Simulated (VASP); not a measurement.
A run of VASP 6.6.1:

The input INCAR:

```
SYSTEM = LiNbO3
ALGO = Normal
EDIFF = 1E-6
ENCUT = 750
GGA = PE
GGA_COMPAT = .FALSE.
ISIF = 2
ISMEAR = 0
LASPH = .TRUE.
LCHARG = .FALSE.
LREAL = .FALSE.
LWAVE = .FALSE.
NBANDS = 45
NELM = 120
PREC = Accurate
SIGMA = 0.02
```

Contents of KPOINTS:

```
k-points
0
G
  9 9 9
  0 0 0
```

The input POSCAR:

```
LiNbO3
1.0
    2.5758000000      1.4871388234      4.6230000000
   -2.5758000000      1.4871388234      4.6230000000
    0.0000000000     -2.9742776468      4.6230000000
Li Nb O
2 2 6
Direct
    0.2815000000      0.2815000000      0.2815000000
    0.7815000000      0.7815000000      0.7815000000
    0.0000550000      0.0000550000      0.0000550000
    0.5000550000      0.5000550000      0.5000550000
    0.1123100000      0.3583600000      0.7195900000
    0.7195900000      0.1123100000      0.3583600000
    0.3583600000      0.7195900000      0.1123100000
    0.2195900000      0.8583600000      0.6123100000
    0.8583600000      0.6123100000      0.2195900000
    0.6123100000      0.2195900000      0.8583600000
```

Potentials or basis: VASP PAW PBE potentials, release 64 (Li_sv, Nb_sv, O).

Launch:

```sh
$ cat potpaw_PBE.64/Li_sv/POTCAR potpaw_PBE.64/Nb_sv/POTCAR potpaw_PBE.64/O/POTCAR > POTCAR
$ mpirun -np 1 vasp_std > vasp.out
```

Hardware: 1 thread of Intel Xeon 8259CL, on a shared host.

How long does it take, and how much memory?

Wall time 28 min on 1 thread of Intel Xeon 8259CL, with other jobs on the host, peak memory 0.72 GiB. Counts: scf iterations 16, k points 85.
